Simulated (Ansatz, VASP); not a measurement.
One calculation of SnTe, two programs

```
Sn Te
1.0
     0.00000    3.61115    3.61115
     3.61115    0.00000    3.61115
     3.61115    3.61115    0.00000
Sn Te
1 1
Direct
  0.99511 0.98910 0.98735
  0.73764 0.76095 0.73612
```

Alike in both runs: task single point; functional LDA; k mesh 4 × 4 × 4; no spin polarisation.

|  | VASP | Ansatz |
| --- | --- | --- |
| version | VASP 6.6.1 | Ansatz 0.2.0 |
| potentials or method | VASP PAW LDA potentials, release 64 (Sn_d, Te), cutoff 500 eV | plane waves, PAW |
| occupations | gaussian, width 0.01 eV | fixed |
| valence electrons in the cell | 20 | 30 |

Ansatz gave:

```
pressure (GPa)                                                : -2.2
traceless stress, the component that is largest in VASP (GPa) : 0.31
rms of the force components (eV/Å)                            : 0.116
```

What did VASP give for the same quantities?

Pressure (GPa): -2.3; traceless stress, the component that is largest in VASP (GPa): 0.31; rms of the force components (eV/Å): 0.118.

LDA's correlation is that of Perdew and Zunger in VASP and of Perdew and Wang (1992) in Ansatz. Atom by atom the forces differ by 0.004 eV/Å (rms over components). VASP's potentials hold 20 valence electrons a cell and Ansatz's 30, so a difference there can come from the potentials and not from the codes. Ansatz's warnings: metallic iterate, stress scf threshold loose.

Spin-orbit coupling is off throughout.
